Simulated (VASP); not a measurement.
Wanted: the native input for a VASP 6.6.1 run.

| Property | Result |
| --- | --- |
| Task | single point |
| Functional | r2SCAN |
| Potentials or basis | VASP PAW PBE potentials, release 64 (Ga_d, N) |
| Cutoff | 520 eV |
| k mesh | 8 × 8 × 5 |
| Occupations | gaussian, width 0.01 eV |
| Spin | no spin polarisation |
| Dipole correction | no |
| Further INCAR settings | ALGO = Normal; EDIFF = 1e-07; NBANDS = 26 |

The system is GaN.

```xyz
4
Lattice="3.1513 0.0000 0.0000 -1.5756 2.7291 0.0000 0.0000 0.0000 5.2082" Properties=species:S:1:pos:R:3 pbc="T T T"
Ga    0.0000    1.8194    0.0071
Ga    1.5756    0.9097    2.6112
N     0.0000    1.8194    1.9564
N     1.5756    0.9097    4.5605
```

The input as run:

POSCAR

```
GaN
1.0
    3.1512880201      0.0000000000      0.0000000000
   -1.5756440100      2.7290954800      0.0000000000
    0.0000000000      0.0000000000      5.2082292244
Ga N
2 2
Direct
    0.3333333333      0.6666666667      0.0013576757
    0.6666666667      0.3333333333      0.5013576757
    0.3333333333      0.6666666667      0.3756423243
    0.6666666667      0.3333333333      0.8756423243
```

INCAR.step1

```
ALGO = Normal
EDIFF = 1E-4
ENCUT = 520
GGA = PE
ISMEAR = 0
LASPH = T
LCHARG = F
LREAL = F
LWAVE = T
NBANDS = 26
NELM = 100
PREC = Accurate
SIGMA = 0.01
```

INCAR.step2

```
ALGO = Normal
EDIFF = 1E-7
ENCUT = 520
ISIF = 2
ISMEAR = 0
ISTART = 1
LASPH = T
LCHARG = T
LELF = T
LMIXTAU = T
LREAL = F
LVHAR = T
LWAVE = F
METAGGA = R2SCAN
NBANDS = 26
NELM = 100
PREC = Accurate
SIGMA = 0.01
```

KPOINTS

```
k-points
0
Gamma
  8 8 5
```

Potentials or basis: VASP PAW PBE potentials, release 64 (Ga_d, N).

Command:

```sh
$ cat potpaw_PBE.64/Ga_d/POTCAR potpaw_PBE.64/N/POTCAR > POTCAR
$ cp INCAR.step1 INCAR
$ mpirun -np 1 vasp_std > vasp.out
$ cp INCAR.step2 INCAR
$ mpirun -np 1 vasp_std > vasp.out
```

It gave:

```
Pressure               : 4.3 GPa
Largest force          : 0.016 eV/Å
Band gap on the k mesh : 2.39 eV
```

Caveat: the cell stands under pressure; the PAW data sets were made with another functional, which shifts forces and pressure a little.

Run time: 110 s on 1 thread of Intel(R) Xeon(R) Platinum 8488C (Sapphire Rapids), on a shared host, peak memory 0.18 GiB.
